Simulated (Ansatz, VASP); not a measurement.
**Two plane-wave programs on HfN**

The input INCAR:

```
PREC = Accurate
ENCUT = 600
EDIFF = 1E-7
ISMEAR = 0
SIGMA = 0.1
LREAL = False
LASPH = True
NELM = 120
ALGO = Normal
ISIF = 3
LWAVE = False
LCHARG = False
GGA = PE
IBRION = 2
NSW = 65
EDIFFG = -0.01
GGA_COMPAT = False
NELMIN = 4
```

The input KPOINTS:

```
regular mesh
0
Gamma
  12 12 9
```

POSCAR

```
HfN
1.0
    3.2159940711      0.0000000000      0.0000000000
   -1.6079970356      2.7851325640      0.0000000000
    0.0000000000      0.0000000000      5.2504546535
Hf N
2 2
Direct
    0.0000000000      0.0000000000      0.0000000000
    0.0000000000      0.0000000000      0.5000000000
    0.3333333333      0.6666666667      0.2500000000
    0.6666666667      0.3333333333      0.7500000000
```

Input for Ansatz:

```yaml
crystal:
  lattice:
    - [3.2159940711, 0.0, 0.0]
    - [-1.6079970356, 2.785132564, 0.0]
    - [0.0, 0.0, 5.2504546535]
  atoms:
    - { symbol: Hf, position: [0.0, 0.0, 0.0] }
    - { symbol: "N", position: [0.3333333333, 0.6666666667, 0.25] }
    - { symbol: Hf, position: [0.0, 0.0, 0.5] }
    - { symbol: "N", position: [0.6666666667, 0.3333333333, 0.75] }
basis:
  ecutwfc: 420
kpoints:
  mp_grid: { grid: [12, 12, 9] }
hamiltonian:
  xc: pbe
scf:
  occupations: { method: gaussian, width: 0.1 }
output:
  forces: true
  stress: true
  eigenvalues: true
  populations: true
relax:
  adjacent_minimum: "off"
  f_tol: 0.01
  max_steps: 45
  cell: { stress_tol: 0.05 }
```

Alike in both runs: task relaxation of cell and atoms; functional PBE; k mesh 12 × 12 × 9; occupations gaussian, width 0.1 eV; no spin polarisation.

|  | VASP | Ansatz |
| --- | --- | --- |
| version | VASP 6.6.1 | Ansatz 0.2.0 |
| potentials or method | VASP PAW PBE potentials, release 64 (Hf_pv, N), cutoff 600 eV | scalar-relativistic, plane waves, PAW |
| valence electrons in the cell | 30 | 62 |

```csv
,VASP,Ansatz,Ansatz less VASP
"gap on the k mesh at the Fermi level, each at its own relaxed structure (eV)",none,none,-
relaxed volume (Å³/atom),12.13,12.23,+0.101
```

A gap of «none» marks a metal or a gap that the smearing closes. VASP's potentials hold 30 valence electrons a cell and Ansatz's 62, so a difference there can come from the potentials and not from the codes.

Neither program's run includes spin-orbit coupling.
